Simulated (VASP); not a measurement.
# AlNi in VASP: single point with r2SCAN

Aim: the single point of AlNi with r2SCAN.

All numbers are computed with VASP 6.6.1; they aren't measurements. Logs are shortened: lines on timing, memory, paths and dates and some standing lists are left out, and cuts for length are marked.

### Step 1. The cell of the first run

The typed cell holds 2 atoms: a = 2.860 Å, b = 2.860 Å, c = 2.870 Å, α = 90.00°, β = 90.00°, γ = 89.99°.

### Step 2. Single point, r2SCAN (atom 1 (Al) moved by (+0.000, -0.200) A along [1 1 0] and z)

POSCAR reads:

```
AlNi
1.0
    2.0223875562     -2.0221673115      0.0000000000
    2.0223875562      2.0221673115      0.0000000000
    0.0000000000      0.0000000000      2.8700173316
Al Ni
1 1
Direct
    0.0000000000      0.0000000000     -0.0696859903
    0.5000000000      0.5000000000      0.5000000000
```

INCAR.step1 reads:

```
SYSTEM = AlNi
ALGO     = Normal         ! electronic algorithm
EDIFF    = 1E-4           ! SCF threshold, eV
ENCUT    = 520            ! plane-wave cutoff, eV
GGA      = PE             ! functional
ISMEAR   = 0              ! smearing method
LASPH    = .TRUE.         ! aspherical terms in the spheres
LCHARG   = .FALSE.        ! write CHGCAR
LREAL    = .FALSE.        ! projectors in reciprocal space
LWAVE    = .TRUE.         ! write WAVECAR
NBANDS   = 14             ! bands
NELM     = 80             ! most SCF steps
PREC     = Accurate       ! precision mode
SIGMA    = 0.15           ! smearing width, eV
```

INCAR.step2 reads:

```
SYSTEM = AlNi
ALGO     = Normal         ! electronic algorithm
EDIFF    = 1E-7           ! SCF threshold, eV
ENCUT    = 520            ! plane-wave cutoff, eV
ISIF     = 2              ! what is computed and relaxed
ISMEAR   = 0              ! smearing method
ISTART   = 1            
LASPH    = .TRUE.         ! aspherical terms in the spheres
LCHARG   = .FALSE.        ! write CHGCAR
LMIXTAU  = .TRUE.       
LREAL    = .FALSE.        ! projectors in reciprocal space
LWAVE    = .FALSE.        ! write WAVECAR
METAGGA  = R2SCAN         ! meta-GGA
NBANDS   = 14             ! bands
NELM     = 80             ! most SCF steps
PREC     = Accurate       ! precision mode
SIGMA    = 0.15           ! smearing width, eV
```

KPOINTS reads:

```
k-points
0
G
  20 20 20
  0 0 0
```

Potentials or basis: VASP PAW PBE potentials, release 64 (Al, Ni).

Run with:

```
cat potpaw_PBE.64/Al/POTCAR potpaw_PBE.64/Ni/POTCAR > POTCAR
cp INCAR.step1 INCAR
mpirun -np 1 vasp_std > vasp.out
cp INCAR.step2 INCAR
mpirun -np 1 vasp_std > vasp.out
```

OUTCAR:

```text
SYSTEM = AlNi
   EDIFF = 1E-7
   ENCUT = 520
   ISIF = 2
   ISMEAR = 0
   ISTART = 1
   LASPH = .TRUE.
   LREAL = .FALSE.
   METAGGA = R2SCAN
   NELM = 80
   PREC = Accurate

 ion  position               nearest neighbor table
   1  0.000  0.000  0.930-   2 2.37   2 2.37   2 2.37   2 2.37   2 2.60   2 2.60   2 2.60   2 2.60

   2  0.500  0.500  0.500-   1 2.37   1 2.37   1 2.37   1 2.37   1 2.60   1 2.60   1 2.60   1 2.60

  LATTYP: Found a base centered orthorhombic cell.
 ALAT       =     4.0443346230
 B/A-ratio  =     1.0001089152
 C/A-ratio  =     0.7096389392

  Lattice vectors:

 A1 = (  -2.0223875562,  -2.0221673115,   0.0000000000)
 A2 = (   2.0223875562,  -2.0221673115,   0.0000000000)
 A3 = (   0.0000000000,   0.0000000000,   2.8700173316)

Analysis of symmetry for initial positions (statically):
=====================================================================
 Subroutine PRICEL returns:
 Original cell was already a primitive cell.

 Routine SETGRP: Setting up the symmetry group for a
 base centered orthorhombic supercell.

 Subroutine GETGRP returns: Found  4 space group operations
 (whereof  4 operations were pure point group operations)
 out of a pool of  8 trial point group operations.

The static configuration has the point symmetry C_2v.

Analysis of symmetry for dynamics (positions and initial velocities):
=====================================================================
 Subroutine PRICEL returns:
 Original cell was already a primitive cell.

 Routine SETGRP: Setting up the symmetry group for a
 base centered orthorhombic supercell.

 Subroutine GETGRP returns: Found  4 space group operations
 (whereof  4 operations were pure point group operations)
 out of a pool of  8 trial point group operations.

The dynamic configuration has the point symmetry C_2v.

 Subroutine INISYM returns: Found  4 space group operations
 (whereof  4 operations are pure point group operations),
 and found     1 'primitive' translations

----------------------------------------------------------------------------------------

                                     Primitive cell

  volume of cell :      23.4745

  direct lattice vectors                    reciprocal lattice vectors
     2.022387556 -2.022167312  0.000000000     0.247232534 -0.247259461  0.000000000
     2.022387556  2.022167312  0.000000000     0.247232534  0.247259461  0.000000000
     0.000000000  0.000000000  2.870017332     0.000000000  0.000000000  0.348429952

  length of vectors
     2.859932178  2.859932178  2.870017332     0.349658644  0.349658644  0.348429952

  position of ions in fractional coordinates (direct lattice)
     0.000000000  0.000000000  0.930314010
     0.500000000  0.500000000  0.500000000

  ion indices of the primitive-cell ions
   primitive index   ion index
                 1           1
                 2           2

----------------------------------------------------------------------------------------

 KPOINTS: k-points

Automatic generation of k-mesh.
 Grid dimensions read from file:
 generate k-points for:   20   20   20

 Generating k-lattice:

  Cartesian coordinates                     Fractional coordinates (reciprocal lattice)
     0.012361627 -0.012362973  0.000000000     0.050000000  0.000000000  0.000000000
     0.012361627  0.012362973  0.000000000     0.000000000  0.050000000  0.000000000
     0.000000000  0.000000000  0.017421498     0.000000000  0.000000000  0.050000000

  Length of vectors
     0.017482932  0.017482932  0.017421498

  Shift w.r.t. Gamma in fractional coordinates (k-lattice)
     0.000000000  0.000000000  0.000000000

 Subroutine IBZKPT returns following result:
 ===========================================

 Found   1221 irreducible k-points:

 Following reciprocal coordinates:
            Coordinates               Weight
  0.000000  0.000000  0.000000      1.000000
  0.050000 -0.000000  0.000000      4.000000
  0.100000 -0.000000  0.000000      4.000000
  0.150000 -0.000000  0.000000      4.000000
  0.200000 -0.000000  0.000000      4.000000
  0.250000 -0.000000  0.000000      4.000000
[... 16 lines left out ...]
 -0.400000  0.050000  0.000000      4.000000
 -0.350000  0.050000  0.000000      4.000000
 [... further k-points ...]
   k-points           NKPTS =   1221   k-points in BZ     NKDIM =   1221   number of bands    NBANDS=     14
   number of dos      NEDOS =    301   number of ions     NIONS =      2
   total plane-waves  NPLWV =  13824
   dimension x,y,z NGX =    24 NGY =   24 NGZ =   24
   dimension x,y,z NGXF=    48 NGYF=   48 NGZF=   48
   ions per type =               1   1
   NGX,Y,Z   is equivalent  to a cutoff of  13.95, 13.95, 13.90 a.u.
   NGXF,Y,Z  is equivalent  to a cutoff of  27.90, 27.90, 27.80 a.u.
 SYSTEM =  AlNi
   PREC   = accura    normal or accurate (medium, high low for compatibility)
   ISTART =      1    job   : 0-new  1-cont  2-samecut
   ICHARG =      0    charge: 1-file 2-atom 10-const
   ISPIN  =      1    spin polarized calculation?
   LNONCOLLINEAR =      F non collinear calculations
   LSORBIT =      F    spin-orbit coupling
   LASPH  =      T    aspherical Exc in radial PAW
   ENCUT  =  520.0 eV  38.22 Ry    6.18 a.u.   5.32  5.32  5.34*2*pi/ulx,y,z
   NELM   =     80;   NELMIN=  2; NELMDL=  0     # of ELM steps
   EDIFF  = 0.1E-06   stopping-criterion for ELM
   LREAL  =      F    real-space projection
   EDIFFG = 0.1E-05   stopping-criterion for IOM
   NSW    =      0    number of steps for IOM
   IBRION =     -1    ionic relax: 0-MD 1-quasi-New 2-CG
   NFREE  =      0    steps in history (QN), initial steepest desc. (CG)
   ISIF   =      2    stress and relaxation
   ISYM   =      2    0-nonsym 1-usesym 2-fastsym
   POTIM  = 0.5000    time-step for ionic-motion
   TEBEG  =    0.0;   TEEND  =   0.0 temperature during run
   PSTRESS=    0.0 pullay stress
   NELECT =      13.0000    total number of electrons
   NUPDOWN=      -1.0000    fix difference up-down
   EMIN   =  10.00;   EMAX   =-10.00  energy-range for DOS
   EFERMI =   0.00;   METHOD = LEGACY
   ISMEAR =     0;   SIGMA  =   0.15  broadening in eV -4-tet -1-fermi 0-gaus
   EFERMI_NEDOS =   21; number of points for ismear=-14 and -15
   IALGO  =     38    algorithm
   IMIX   =      4    mixing-type and parameters
     AMIX     =   0.40;   BMIX     =  1.00
     AMIX_MAG =   1.60;   BMIX_MAG =  1.00
  volume/ion in A,a.u.               =      11.74        79.21
  Fermi-wavevector in a.u.,A,eV,Ry     =   1.344386  2.540521 24.590809  1.807373
  Thomas-Fermi vector in A             =   2.472384
   LORBIT       =      0    0 simple, 1 ext, 2 COOP (PROOUT), +10 PAW based schemes
   METAGGA = R2SCAN    functional components
   LHFCALC =     F    Hartree Fock is set to
   AEXX    =    0.0000 exact exchange contribution
   IVDW    =     0    specifies the selected vdW correction
   LEPSILON=     F    determine dielectric tensor
   LRPA    =     F    only Hartree local field effects (RPA)
 non-spin polarized calculation
 Gauss-broadening in eV      SIGMA  =   0.15
  energy-cutoff  :      520.00
  volume of cell :       23.47
 maximum number of plane-waves:       655
 NGX is ok and might be reduce to    24
   NGX = 11   NGY = 11   NGZ = 11

 number of electron      13.0000011 magnetization

 Free energy of the ion-electron system (eV)
  ---------------------------------------------------
  ext. energy  EPLUGINS =         0.00000000
  ---------------------------------------------------
  free energy    TOTEN  =       -19.94183108 eV

  energy without entropy =      -19.93237658  energy(sigma->0) =      -19.93710383

 E-fermi :  10.1162     XC(G=0): -13.0989

 val. band max:       10.1136226124   @ k =   0.2000   0.0500   0.3500
 cond. band min:      10.1189357606   @ k =  -0.3500   0.2000   0.0500
 fundamental gap:      0.0053131482
 Fermi energy:        10.1162173329

 k-point     1 :       0.0000    0.0000    0.0000
  band No.  band energies     occupation
      1      -1.7163      2.00000
      2       6.6263      2.00000
      3       6.6696      2.00000
      4       8.4280      2.00000
      5       8.4603      2.00000
      6       8.4606      2.00000
      7      16.0280      0.00000
      8      16.1648      0.00000
      9      16.1655      0.00000
     10      18.6534      0.00000
     11      18.6723      0.00000
     12      25.2307      0.00000
     13      32.0140      0.00000
     14      32.0143      0.00000

 k-point     2 :       0.0500   -0.0000    0.0000
  band No.  band energies     occupation
      1      -1.6669      2.00000
      2       6.6257      2.00000
      3       6.6789      2.00000
      4       8.4053      2.00000
      5       8.4393      2.00000
      6       8.4637      2.00000
      7      15.4874      0.00000
      8      16.1629      0.00000
      9      16.2299      0.00000
     10      18.6725      0.00000
     11      19.2184      0.00000
     12      25.3926      0.00000
     13      31.4988      0.00000
     14      31.7403      0.00000

 k-point     3 :       0.1000   -0.0000    0.0000
  band No.  band energies     occupation
      1      -1.5193      2.00000
      2       6.6140      2.00000
      3       6.7101      2.00000
      4       8.3430      2.00000
      5       8.3790      2.00000
      6       8.4705      2.00000
      7      14.3473      0.00000
      8      16.3477      0.00000
      9      16.4211      0.00000
     10      18.6858      0.00000
     11      20.2101      0.00000
     12      25.8912      0.00000
     13      30.4349      0.00000
     14      30.6215      0.00000

 k-point     4 :       0.1500   -0.0000    0.0000
  band No.  band energies     occupation
      1      -1.2744      2.00000
      2       6.5698      2.00000
      3       6.7627      2.00000
      4       8.2503      2.00000
      5       8.2886      2.00000
      6       8.4801      2.00000
      7      13.1436      0.00000
      8      16.6523      0.00000
      9      16.7304      0.00000
     10      18.7077      0.00000
     11      21.1421      0.00000
     12      26.7221      0.00000
     13      29.2741      0.00000
     14      29.3444      0.00000

 k-point     5 :       0.2000   -0.0000    0.0000
  band No.  band energies     occupation
      1      -0.9343      2.00000
      2       6.4590      2.00000
      3       6.8317      2.00000
      4       8.1388      2.00000
      5       8.1799      2.00000
      6       8.4919      2.00000
      7      12.0207      0.00000
      8      17.0618      0.00000
      9      17.1464      0.00000
     10      18.7385      0.00000
     11      21.9177      0.00000
[... 276 lines left out ...]
 k-point    22 :      -0.4500    0.0500    0.0000
  band No.  band energies     occupation
      1       2.0968      2.00000
      2       3.7178      2.00000
      3       7.1733      2.00000
      4       7.6653      2.00000
      5       7.7544      2.00000
      6       8.5275      2.00000
      7       9.4773      2.00000
      8      18.5307      0.00000
      9      20.1428      0.00000
     10      20.4241      0.00000
     11      22.0597      0.00000
     12      22.6293      0.00000
     13      25.6639      0.00000
     14      26.5377      0.00000

 k-point    23 :      -0.4000    0.0500    0.0000
  band No.  band energies     occupation
      1       1.3510      2.00000
      2       4.5261      2.00000
      3       7.1316      2.00000
      4       7.7129      2.00000
      5       7.7994      2.00000
      6       8.5213      2.00000
      7       9.6084      2.00000
      8      18.2430      0.00000
      9      19.6567      0.00000
     10      19.8339      0.00000
     11      22.9063      0.00000
     12      23.3717      0.00000
     13      25.1040      0.00000
     14      26.9360      0.00000

 k-point    24 :      -0.3500    0.0500    0.0000
  band No.  band energies     occupation
      1       0.6708      2.00000
      2       5.2608      2.00000
      3       7.0691      2.00000
      4       7.7869      2.00000
      5       7.8705      2.00000
      6       8.5116      2.00000
      7       9.8825      1.97247
      8      17.8069      0.00000
      9      18.9685      0.00000
     10      19.5652      0.00000
     11      23.6201      0.00000
     12      24.1101      0.00000
     13      24.9446      0.00000
     14      27.5404      0.00000

 [... further k-points ...]
[... 5 lines left out ...]
  --------------------------------------------------------------------------------------
  -------------------------------------------------------------------------------------
  Total        0.4981649      0.5027567      0.1286730      0.0000000      0.0000000      0.0000000
  in kB       34.0006872     34.3140852      8.7821725      0.0000000      0.0000000      0.0000000
  external PRESSURE =      25.6989816 kB  Pullay stress =       0.0000000 kB

 VOLUME and BASIS-vectors are now :
 -----------------------------------------------------------------------------
  energy-cutoff  :      520.00
  volume of cell :       23.47
      direct lattice vectors                 reciprocal lattice vectors
     2.022387556 -2.022167312  0.000000000     0.247232534 -0.247259461  0.000000000
     2.022387556  2.022167312  0.000000000     0.247232534  0.247259461  0.000000000
     0.000000000  0.000000000  2.870017332     0.000000000  0.000000000  0.348429952

 POSITION                                       TOTAL-FORCE (eV/Angst)
 -----------------------------------------------------------------------------------
      0.00000      0.00000      2.67002        -0.000000      0.000000      1.301130
      2.02239      0.00000      1.43501         0.000000      0.000000     -1.301130
 -----------------------------------------------------------------------------------
    total drift:                                0.000000     -0.000000     -0.000377

  FREE ENERGIE OF THE ION-ELECTRON SYSTEM (eV)
  ---------------------------------------------------
  free  energy   TOTEN  =       -19.9418310827 eV

  energy  without entropy=      -19.9323765844  energy(sigma->0) =      -19.93710383
```

Wall time 14 min (1 thread of Intel Xeon Platinum 8488C (Sapphire Rapids), shared host); peak memory 0.5 GiB.

What came out:

| Item | Value |
| --- | --- |
| Free energy | -19.9418 eV |
| Pressure | 2.6 GPa |
| Largest force | 1.301 eV/Å |
| Band gap on the k mesh | zero (an odd number of electrons rules out a gap without spin polarisation) |

Forces in eV/Å, atoms in the order of the input:
```
Al   0.000  0.000  1.301
Ni   0.000  0.000 -1.301
```

Caveat: the cell differs from its parent crystal (atom 1 (Al) moved by (+0.000, -0.200) A along [1 1 0] and z); the PAW data sets were made with another functional, which shifts forces and pressure a little. Spin polarisation is off, so any magnetic state and its effect on volume and gap are missing.
